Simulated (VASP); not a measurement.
Crystal: HfB3.

```xyz
4
Lattice="3.5060 0.0000 0.0000 0.0000 3.5060 0.0000 0.0000 0.0000 3.5060" Properties=species:S:1:pos:R:3 pbc="T T T"
Hf    0.0000    0.0000    0.0000
B     0.0000    1.7530    1.7530
B     1.7530    0.0000    1.7530
B     1.7530    1.7530    0.0000
```

| Quantity | Value |
| --- | --- |
| Program | VASP 6.6.1 |
| Task | relaxation of cell and atoms |
| Functional | PBE |
| Potentials or basis | VASP PAW PBE potentials, release 64 (Hf_pv, B) |
| Cutoff | 600 eV |
| k mesh | 6 × 6 × 6 |
| Occupations | gaussian, width 0.1 eV |
| Spin | no spin polarisation |

At the start: pressure -15.3 GPa; volume 10.77 Å³/atom.

**Question.** How do energy, volume and symmetry change on relaxing?

**Answer.** Over 3 steps the energy falls by 50.9 meV/atom and the volume is 9.79 Å³/atom (-9.1 %); space group Pm-3m (No. 221, to 0.05 Å).

The path:
| step | energy change (eV) | largest force (eV/Å) | pressure (GPa) | volume (Å³) |
| --- | --- | --- | --- | --- |
| 1 | 0.0000 | 0.0000 | -15.31 | 43.09 |
| 2 | -0.1251 | 0.0000 | 12.39 | 36.99 |
| 3 | -0.2034 | 0.0000 | -0.17 | 39.16 |

Final structure:
```xyz
4
Lattice="3.3958 0.0000 0.0000 0.0000 3.3958 0.0000 0.0000 0.0000 3.3958" Properties=species:S:1:pos:R:3 pbc="T T T"
Hf    0.0000    0.0000    0.0000
B     0.0000    1.6979    1.6979
B     1.6979    0.0000    1.6979
B     1.6979    1.6979    0.0000
```
